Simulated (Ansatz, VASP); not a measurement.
**Two plane-wave programs on Ca3CdF8**

File POSCAR:

```
Ca3CdF8
1.0
    3.8394894788     -5.4268059868      0.0000000000
    3.8394894788      5.4268059868      0.0000000000
    0.0000000000      0.0000000000      3.8351425903
Cd F Ca
1 8 3
Direct
    0.0000000000      0.0000000000      0.0000000000
    0.3746346776      0.6253653224      0.5000000000
    0.1243384212      0.8756615788      0.5000000000
    0.8757082325      0.6261540446      0.0000000000
    0.6261540446      0.8757082325      0.0000000000
    0.3738459554      0.1242917675      0.0000000000
    0.1242917675      0.3738459554      0.0000000000
    0.8756615788      0.1243384212      0.5000000000
    0.6253653224      0.3746346776      0.5000000000
    0.5000000000      0.0000000000      0.5000000000
    0.0000000000      0.5000000000      0.5000000000
    0.5000000000      0.5000000000      0.0000000000
```

The input INCAR.step1:

```
PREC = Accurate
ENCUT = 520
ISMEAR = 0
SIGMA = 0.01
LREAL = False
LASPH = True
NELM = 100
NBANDS = 61
GGA = PE
ALGO = Normal
EDIFF = 1E-4
LWAVE = True
LCHARG = False
```

File INCAR.step2:

```
PREC = Accurate
ENCUT = 520
EDIFF = 1E-6
ISMEAR = 0
SIGMA = 0.01
LREAL = False
LASPH = True
NELM = 100
ALGO = Normal
ISIF = 2
LWAVE = False
LCHARG = False
METAGGA = R2SCAN
LMIXTAU = True
NBANDS = 61
ISTART = 1
```

Contents of KPOINTS:

```
Automatic mesh
0
Gamma
  4 4 6
```

Input for Ansatz:

```yaml
crystal:
  lattice:
    - [3.8394894788, -5.4268059868, 0.0]
    - [3.8394894788, 5.4268059868, 0.0]
    - [0.0, 0.0, 3.8351425903]
  atoms:
    - { symbol: Cd, position: [0.0, 0.0, 0.0] }
    - { symbol: F, position: [0.3746346776, 0.6253653224, 0.5] }
    - { symbol: F, position: [0.1243384212, 0.8756615788, 0.5] }
    - { symbol: Ca, position: [0.5, 0.0, 0.5] }
    - { symbol: F, position: [0.8757082325, 0.6261540446, 0.0] }
    - { symbol: F, position: [0.6261540446, 0.8757082325, 0.0] }
    - { symbol: Ca, position: [0.0, 0.5, 0.5] }
    - { symbol: F, position: [0.3738459554, 0.1242917675, 0.0] }
    - { symbol: F, position: [0.1242917675, 0.3738459554, 0.0] }
    - { symbol: Ca, position: [0.5, 0.5, 0.0] }
    - { symbol: F, position: [0.8756615788, 0.1243384212, 0.5] }
    - { symbol: F, position: [0.6253653224, 0.3746346776, 0.5] }
kpoints:
  mp_grid: { grid: [4, 4, 6] }
  band_path:
    path:
      - [0.0, 0.0, 0.0]
      - [-0.5, 0.5, 0.0]
      - [-0.3751406428, 0.6248593572, 0.0]
      - [0.3751406428, 0.3751406428, 0.0]
      - [0.0, 0.0, 0.5]
      - [0.3751406428, 0.3751406428, 0.5]
      - [-0.3751406428, 0.6248593572, 0.5]
      - [-0.5, 0.5, 0.5]
      - [0.0, 0.5, 0.0]
      - [-0.125, 0.125, -0.5]
    npoints: 1
hamiltonian:
  xc: r2scan
scf:
  occupations: { method: fixed }
  n_extra_bands: 7
output:
  forces: true
  stress: true
  eigenvalues: true
  write_density: true
  write_potential: true
  elf: true
  volumetric_format: npy
```

Alike in both runs: task single point; functional r2SCAN; k mesh 4 × 4 × 6; no spin polarisation.

|  | VASP | Ansatz |
| --- | --- | --- |
| version | VASP 6.6.1 | Ansatz 0.2.0 |
| potentials or method | VASP PAW PBE potentials, release 64 (Cd, F, Ca_sv) | plane waves, PAW |
| plane-wave cutoff (eV) | 520 | 500 |
| occupations | gaussian, width 0.01 eV | fixed |
| valence electrons in the cell | 98 | 106 |

Ansatz gave:

| Quantity | Value |
| --- | --- |
| gap on the k mesh at the Fermi level (eV) | 6.02 |
| pressure (GPa) | 0.0 |
| rms of the force components (eV/Å) | 0.000 |

Task: Which values does VASP return?

Result: gap on the k mesh at the Fermi level (eV): 5.99; pressure (GPa): 0.7; rms of the force components (eV/Å): 0.006.

VASP's potentials were made for PBE, not for r2SCAN. VASP's potentials hold 98 valence electrons a cell and Ansatz's 106, so a difference there can come from the potentials and not from the codes.
